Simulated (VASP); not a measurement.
# Cu in VASP: single point with PBE

Aim: the single point of Cu with PBE.

Program: VASP 6.6.1. These are calculated values, not measurements. Logs are shortened: lines on timing, memory, paths and dates and some standing lists are left out, and cuts for length are marked.

### 1 The cell of the first run

The cell holds a slab with vacuum, 4 atoms: a = 2.567 Å, b = 2.567 Å, c = 21.444 Å, α = 90.00°, β = 90.00°, γ = 90.00°.

### 2 Single point, PBE

The input, POSCAR:

```
Cu
1.0
    2.5665139637      0.0000000000      0.0000000000
    0.0000000000      2.5665139637      0.0000000000
    0.0000000000      0.0000000000     21.4444000000
Cu
4
Direct
    0.2500000000      0.2500000000      0.3730578080
    0.7500000000      0.7500000000      0.4576859357
    0.2500000000      0.2500000000      0.5423140638
    0.7500000000      0.7500000000      0.6269421920
```

The input, INCAR.step1:

```
PREC     = Accurate       # precision mode
ENCUT    = 520            # plane-wave cutoff, eV
EDIFF    = 1E-7           # SCF threshold, eV
ISMEAR   = -1             # smearing method
SIGMA    = 0.1            # smearing width, eV
LREAL    = F              # projectors in reciprocal space
LASPH    = T              # aspherical terms in the spheres
NELM     = 60             # most SCF steps
ALGO     = Normal         # electronic algorithm
ISIF     = 2              # what is computed and relaxed
LWAVE    = F              # write WAVECAR
LCHARG   = T              # write CHGCAR
LMAXMIX  = 4              # l up to which the mixer works
LDIPOL   = T            
IDIPOL   = 3            
DIPOL    = 0.5 0.5 0.500
GGA      = PE             # functional
NBANDS   = 30             # bands
```

The input, KPOINTS.step1:

```
Automatic mesh
0
Gamma
  14 14 1
```

The input, INCAR.step2:

```
PREC     = Accurate       # precision mode
ENCUT    = 520            # plane-wave cutoff, eV
EDIFF    = 1E-7           # SCF threshold, eV
ISMEAR   = -5             # smearing method
SIGMA    = 0.1            # smearing width, eV
LREAL    = F              # projectors in reciprocal space
LASPH    = T              # aspherical terms in the spheres
NELM     = 60             # most SCF steps
ALGO     = Normal         # electronic algorithm
ISIF     = 2              # what is computed and relaxed
LWAVE    = F              # write WAVECAR
LCHARG   = F              # write CHGCAR
LMAXMIX  = 4              # l up to which the mixer works
LDIPOL   = T            
IDIPOL   = 3            
DIPOL    = 0.5 0.5 0.500
GGA      = PE             # functional
LORBIT   = 11             # projections on sites
NEDOS    = 1001           # points of the DOS
ICHARG   = 11             # starting density
```

The input, KPOINTS.step2:

```
Automatic mesh
0
Gamma
  21 21 1
```

Potentials or basis: VASP PAW PBE potentials, release 64 (Cu).

Command:

```console
$ cat potpaw_PBE.64/Cu/POTCAR > POTCAR
$ cp INCAR.step1 INCAR
$ cp KPOINTS.step1 KPOINTS
$ mpirun -np 1 vasp_std > vasp.out
$ cp INCAR.step2 INCAR
$ cp KPOINTS.step2 KPOINTS
$ mpirun -np 1 vasp_std > vasp.out
```

OUTCAR:

```text
PREC = Accurate
   ENCUT = 520
   EDIFF = 1E-7
   ISMEAR = -5
   LREAL = F
   LASPH = T
   NELM = 60
   ISIF = 2
   GGA = PE
   LORBIT = 11
   ICHARG = 11

 ion  position               nearest neighbor table
   1  0.250  0.250  0.373-   2 2.57   2 2.57   2 2.57   2 2.57
   2  0.750  0.750  0.458-   1 2.57   1 2.57   1 2.57   1 2.57   3 2.57   3 2.57   3 2.57   3 2.57

   3  0.250  0.250  0.542-   2 2.57   2 2.57   2 2.57   2 2.57   4 2.57   4 2.57   4 2.57   4 2.57

   4  0.750  0.750  0.627-   3 2.57   3 2.57   3 2.57   3 2.57

  LATTYP: Found a simple tetragonal cell.
 ALAT       =     2.5665139637
 C/A-ratio  =     8.3554581441

  Lattice vectors:

 A1 = (   2.5665139637,   0.0000000000,   0.0000000000)
 A2 = (   0.0000000000,   2.5665139637,   0.0000000000)
 A3 = (   0.0000000000,   0.0000000000,  21.4444000000)

Analysis of symmetry for initial positions (statically):
=====================================================================
 Subroutine PRICEL returns:
 Original cell was already a primitive cell.

 Routine SETGRP: Setting up the symmetry group for a
 simple tetragonal supercell.

 Subroutine GETGRP returns: Found 16 space group operations
 (whereof  4 operations were pure point group operations)
 out of a pool of 16 trial point group operations.

The static configuration has the point symmetry C_2h.
 The point group associated with its full space group is D_4h.

Analysis of symmetry for dynamics (positions and initial velocities):
=====================================================================
 Subroutine PRICEL returns:
 Original cell was already a primitive cell.

 Routine SETGRP: Setting up the symmetry group for a
 simple tetragonal supercell.

 Subroutine GETGRP returns: Found 16 space group operations
 (whereof  4 operations were pure point group operations)
 out of a pool of 16 trial point group operations.

The dynamic configuration has the point symmetry C_2h.
 The point group associated with its full space group is D_4h.

 Subroutine INISYM returns: Found 16 space group operations
 (whereof  4 operations are pure point group operations),
 and found     1 'primitive' translations

----------------------------------------------------------------------------------------

                                     Primitive cell

  volume of cell :     141.2541

[... 107 lines left out ...]
   EMIN   =  10.00;   EMAX   =-10.00  energy-range for DOS
   EFERMI =   0.00;   METHOD = LEGACY
   ISMEAR =    -5;   SIGMA  =   0.10  broadening in eV -4-tet -1-fermi 0-gaus
   EFERMI_NEDOS =   21; number of points for ismear=-14 and -15
   IALGO  =     38    algorithm
   IMIX   =      4    mixing-type and parameters
     AMIX     =   0.40;   BMIX     =  1.00
     AMIX_MAG =   1.60;   BMIX_MAG =  1.00
  volume/ion in A,a.u.               =      35.31       238.31
  Fermi-wavevector in a.u.,A,eV,Ry     =   1.109750  2.097124 16.756202  1.231546
  Thomas-Fermi vector in A             =   2.246294
   LORBIT       =     11    0 simple, 1 ext, 2 COOP (PROOUT), +10 PAW based schemes
   GGA     = PE    functional components
   LHFCALC =     F    Hartree Fock is set to
   AEXX    =    0.0000 exact exchange contribution
   IVDW    =     0    specifies the selected vdW correction
   LEPSILON=     F    determine dielectric tensor
   LRPA    =     F    only Hartree local field effects (RPA)
 non-spin polarized calculation
 Fermi weights with tetrahedron method with Bloechl corrections
  energy-cutoff  :      520.00
  volume of cell :      141.25
 maximum number of plane-waves:      3827
 NGX is ok and might be reduce to    20

 number of electron      43.9999894 magnetization

 dipolmoment           0.000000      0.000000     -0.000000 electrons x Angstroem

 Free energy of the ion-electron system (eV)
  ---------------------------------------------------
  ext. energy  EPLUGINS =         0.00000000
  ---------------------------------------------------
  free energy    TOTEN  =       -13.70856615 eV

  energy without entropy =      -13.70856615  energy(sigma->0) =      -13.70856615

 E-fermi :  -0.4202     XC(G=0):  -5.1808

 val. band max:       -0.4508015851   @ k =   0.0952   0.0476   0.0000
 cond. band min:      -0.4074537514   @ k =   0.4286   0.3333   0.0000
 fundamental gap:      0.0433478337
 Fermi energy:        -0.4202404530

 k-point     1 :       0.0000    0.0000    0.0000
  band No.  band energies     occupation
      1      -9.0873      2.00000
      2      -7.4307      2.00000
      3      -5.5028      2.00000
      4      -5.0858      2.00000
      5      -4.6112      2.00000
      6      -4.1154      2.00000
[... 685 lines left out ...]
     25       2.4108      0.00000
     26       4.9586      0.00000

 [... further k-points ...]

------------------------ aborting loop because EDIFF is reached ----------------------------------------

 vacuum level on the upper side and lower side of the slab       (xc-potential included)        -0.058        -0.058

  FORCE on cell =-STRESS in cart. coord.  units (eV):
  Direction    XX          YY          ZZ          XY          YZ          ZX
  --------------------------------------------------------------------------------------
  -------------------------------------------------------------------------------------
  Total       -0.7886029     -0.7886029      0.2585976      0.0000000      0.0000000      0.0000000
  in kB       -8.9447413     -8.9447413      2.9331476      0.0000000      0.0000000      0.0000000
  external PRESSURE =      -4.9854450 kB  Pullay stress =       0.0000000 kB

 VOLUME and BASIS-vectors are now :
 -----------------------------------------------------------------------------
  energy-cutoff  :      520.00
  volume of cell :      141.25
      direct lattice vectors                 reciprocal lattice vectors
     2.566513964  0.000000000  0.000000000     0.389633571  0.000000000  0.000000000
     0.000000000  2.566513964  0.000000000     0.000000000  0.389633571  0.000000000
     0.000000000  0.000000000 21.444400000     0.000000000  0.000000000  0.046632221

 POSITION                                       TOTAL-FORCE (eV/Angst)
 -----------------------------------------------------------------------------------
      0.64163      0.64163      8.00000        -0.000000     -0.000000      0.161648
      1.92489      1.92489      9.81480        -0.000000     -0.000000     -0.224649
      0.64163      0.64163     11.62960         0.000000      0.000000      0.224649
      1.92489      1.92489     13.44440         0.000000      0.000000     -0.161648
 -----------------------------------------------------------------------------------
    total drift:                                0.000000      0.000000     -0.000039

  FREE ENERGIE OF THE ION-ELECTRON SYSTEM (eV)
  ---------------------------------------------------
  free  energy   TOTEN  =       -13.7085661521 eV

  energy  without entropy=      -13.7085661521  energy(sigma->0) =      -13.70856615

 vacuum level on the upper side and lower side of the slab         4.052         4.052

 total charge

# of ion       s       p       d       tot
------------------------------------------
    1        0.438   0.250   9.211   9.899
    2        0.438   0.369   9.175   9.982
    3        0.438   0.369   9.175   9.982
    4        0.438   0.250   9.211   9.899
--------------------------------------------------
tot          1.752   1.239  36.772  39.762
```

OUTCAR.step1:

```text
PREC = Accurate
   ENCUT = 520
   EDIFF = 1E-7
   ISMEAR = -1
   LREAL = F
   LASPH = T
   NELM = 60
[... 1029 lines left out ...]
      0.64163      0.64163     11.62960        -0.000000      0.000000      0.216649
      1.92489      1.92489     13.44440         0.000000     -0.000000     -0.154105
 -----------------------------------------------------------------------------------
    total drift:                               -0.000000      0.000000      0.000008

  FREE ENERGIE OF THE ION-ELECTRON SYSTEM (eV)
  ---------------------------------------------------
  free  energy   TOTEN  =       -13.7252082236 eV

  energy  without entropy=      -13.6787996547  energy(sigma->0) =      -13.70200394

 vacuum level on the upper side and lower side of the slab         4.052         4.052
```

Wall time 3.8 min (1 thread of Intel Xeon Platinum 8488C (Sapphire Rapids), shared host); peak memory 0.35 GiB.

What came out:

- Valence electrons inside the program's atomic spheres: Cu 9.90, 9.98 (each value once)

Levels at points of the mesh, in eV from the Fermi level:
```
           k point  band 20  band 21  band 22  band 23  band 24  band 25
(0.00, 0.00, 0.00)    -1.50    -1.48    -1.48    -1.48    -0.46     1.14
```
